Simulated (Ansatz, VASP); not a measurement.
**One calculation of SiC, two programs**

INCAR

```
PREC     = Accurate       # precision mode
ENCUT    = 520            # plane-wave cutoff, eV
EDIFF    = 1E-6           # SCF threshold, eV
ISMEAR   = -1             # smearing method
SIGMA    = 0.02           # smearing width, eV
LREAL    = F              # projectors in reciprocal space
LASPH    = T              # aspherical terms in the spheres
NELM     = 80             # most SCF steps
ALGO     = Normal         # electronic algorithm
ISIF     = 2              # what is computed and relaxed
LWAVE    = F              # write WAVECAR
LCHARG   = F              # write CHGCAR
GGA      = PE             # functional
IBRION   = 2              # ionic algorithm
NSW      = 80             # ionic steps
EDIFFG   = -0.02          # ionic threshold
```

KPOINTS

```
Automatic mesh
0
Gamma
  17 17 17
```

POSCAR

```
SiC
1.0
    0.0000000000      2.2076743409      2.2076743409
    2.2076743409      0.0000000000      2.2076743409
    2.2076743409      2.2076743409      0.0000000000
Si C
1 1
Direct
    0.0000000000      0.0000000000      0.0000000000
    0.2500000000      0.2500000000      0.2500000000
```

Input for Ansatz:

```yaml
crystal:
  lattice:
    - [0.0, 2.2076743409, 2.2076743409]
    - [2.2076743409, 0.0, 2.2076743409]
    - [2.2076743409, 2.2076743409, 0.0]
  atoms:
    - { symbol: Si, position: [0.0, 0.0, 0.0] }
    - { symbol: C, position: [0.25, 0.25, 0.25] }
kpoints:
  mp_grid: { grid: [17, 17, 17] }
scf:
  occupations: { method: fermi_dirac, width: 0.02 }
hamiltonian:
  xc: pbe
  pseudopotentials: { kind: paw }
output:
  forces: true
  stress: true
  populations: true
  efg: { contact_densities: true }
relax:
  f_tol: 0.02
  max_steps: 60
```

Change from the starting cell: volume scaled by 1.04, ions relaxed.

Alike in both runs: task relaxation of the atoms; functional PBE; k mesh 17 × 17 × 17; occupations fermi-dirac, width 0.02 eV; no spin polarisation.

|  | VASP | Ansatz |
| --- | --- | --- |
| version | VASP 6.6.1 | Ansatz 0.2.0 |
| potentials or method | VASP PAW PBE potentials, release 64 (Si, C) | plane-wave PAW, scalar-relativistic |
| plane-wave cutoff (eV) | 520 | 420 |
| valence electrons in the cell | 8 | 8 |

```csv
,VASP,Ansatz,Ansatz less VASP
"gap on the k mesh at the Fermi level, each at its own relaxed structure (eV)",1.43,1.43,+0.001
```

Ansatz's warnings: stress scf threshold loose.

Noted on VASP's run: the relaxation stopped at its first step, so nothing moved.
